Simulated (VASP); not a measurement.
Input of a VASP 6.6.1 run:

File POSCAR:

```
Mg
1.0
    3.1800000000      0.0000000000      0.0000000000
   -1.5900000000      2.7539608000      0.0000000000
    0.0000000000      0.0000000000      5.1600000000
Mg
2
Direct
    0.3333333000      0.6666667000      0.2500000000
    0.6666667000      0.3333333000      0.7500000000
```

INCAR.step1

```
ALGO = Normal ; EDIFF = 1E-4
ENCUT = 600 ; GGA = PE
ISMEAR = 0 ; LASPH = True
LCHARG = False ; LREAL = False
LWAVE = True ; NELM = 100
PREC = Accurate ; SIGMA = 0.1
```

The input INCAR.step2:

```
ALGO = Normal ; BPARAM = 11.95
CPARAM = 0.0093 ; EDIFF = 1E-6
EDIFFG = -0.002 ; ENCUT = 600
IBRION = 2 ; ISIF = 3
ISMEAR = 0 ; ISTART = 1
IVDW_NL = 2 ; LASPH = True
LCHARG = False ; LMIXTAU = True
LREAL = False ; LUSE_VDW = True
LWAVE = False ; METAGGA = R2SCAN
NELM = 100 ; NSW = 100
PREC = Accurate ; SIGMA = 0.1
```

Contents of KPOINTS:

```
k-points
0
Gamma
  15 15 8
```

Potentials or basis: VASP PAW PBE potentials, release 64 (Mg).

Command:

```console
$ cat potpaw_PBE.64/Mg/POTCAR > POTCAR
$ cp INCAR.step1 INCAR
$ mpirun -np 1 vasp_std > vasp.out
$ cp INCAR.step2 INCAR
$ mpirun -np 1 vasp_std > vasp.out
```

Estimate the band gap on the k mesh.

zero (bands 2 and 3 overlap by 1.95 eV).

What does it give for the space group after relaxing (to 0.1 Å)?

P6_3/mmc (No. 194).

What does it give for the relaxed cell?

a = 3.182 Å, b = 3.182 Å, c = 5.086 Å, α = 90.00°, β = 90.00°, γ = 120.00°.

The path:
| step | energy change (eV) | largest force (eV/Å) | pressure (GPa) | volume (Å³) |
| --- | --- | --- | --- | --- |
| 1 | 0.0000 | 0.0000 | -0.51 | 45.19 |
| 2 | -0.0017 | 0.0000 | -0.11 | 44.72 |
| 3 | -0.0019 | 0.0000 | 0.11 | 44.48 |
| 4 | -0.0019 | 0.0000 | 0.13 | 44.46 |
| 5 | -0.0021 | 0.0000 | 0.06 | 44.54 |
| 6 | -0.0022 | 0.0000 | 0.00 | 44.60 |

Caveat: the PAW data sets were made with another functional, which shifts forces and pressure a little.
